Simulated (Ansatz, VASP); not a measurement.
# One calculation of CdSe, two programs

The input INCAR:

```
SYSTEM = CdSe
  PREC = Accurate
  ENCUT = 520
  EDIFF = 1E-6
  ISMEAR = -1
  SIGMA = 0.02
  LREAL = .False.
  LASPH = .True.
  NELM = 60
  ALGO = Normal
  ISIF = 2
  LWAVE = .False.
  LCHARG = .True.
  LELF = .True.
  LVHAR = .True.
  NBANDS = 16
```

The input KPOINTS:

```
regular mesh
0
Gamma
  8 8 8
  0 0 0
```

Contents of POSCAR:

```
CdSe
1.0
    0.0000000000      2.8429457880      2.8429457880
    2.8429457880      0.0000000000      2.8429457880
    2.8429457880      2.8429457880      0.0000000000
Cd Se
1 1
Direct
    0.0000000000      0.0000000000      0.0000000000
    0.5000000000      0.5000000000      0.5000000000
```

Input for Ansatz:

```yaml
crystal:
  lattice:
    - [0.0, 2.842945788, 2.842945788]
    - [2.842945788, 0.0, 2.842945788]
    - [2.842945788, 2.842945788, 0.0]
  atoms:
    - { symbol: Cd, position: [0.0, 0.0, 0.0] }
    - { symbol: Se, position: [0.5, 0.5, 0.5] }
kpoints:
  mp_grid: { grid: [8, 8, 8] }
  band_path:
    path:
      - [0.0, 0.0, 0.0]
      - [0.5, 0.0, 0.5]
      - [0.625, 0.25, 0.625]
      - [0.375, 0.375, 0.75]
      - [0.5, 0.5, 0.5]
      - [0.5, 0.25, 0.75]
      - [0.1875, 0.1875, 0.375]
    npoints: 1
hamiltonian:
  xc: lda
scf:
  occupations: { method: fermi_dirac, width: 0.02 }
  n_extra_bands: 4
output:
  forces: true
  stress: true
  eigenvalues: true
```

Alike in both runs: task single point; functional LDA; k mesh 8 × 8 × 8; occupations fermi-dirac, width 0.02 eV; no spin polarisation.

|  | VASP | Ansatz |
| --- | --- | --- |
| version | VASP 6.6.1 | Ansatz 0.2.0 |
| potentials or method | VASP PAW LDA potentials, release 64 (Cd, Se) | plane waves, PAW |
| plane-wave cutoff (eV) | 520 | 420 |
| valence electrons in the cell | 18 | 36 |

Ansatz gave:

| Item | Value |
| --- | --- |
| pressure (GPa) | -4.3 |

Q: Which values does VASP return?

A: Pressure (GPa): -3.8.

LDA's correlation is that of Perdew and Zunger in VASP and of Perdew and Wang (1992) in Ansatz. VASP's potentials hold 18 valence electrons a cell and Ansatz's 36, so a difference there can come from the potentials and not from the codes.
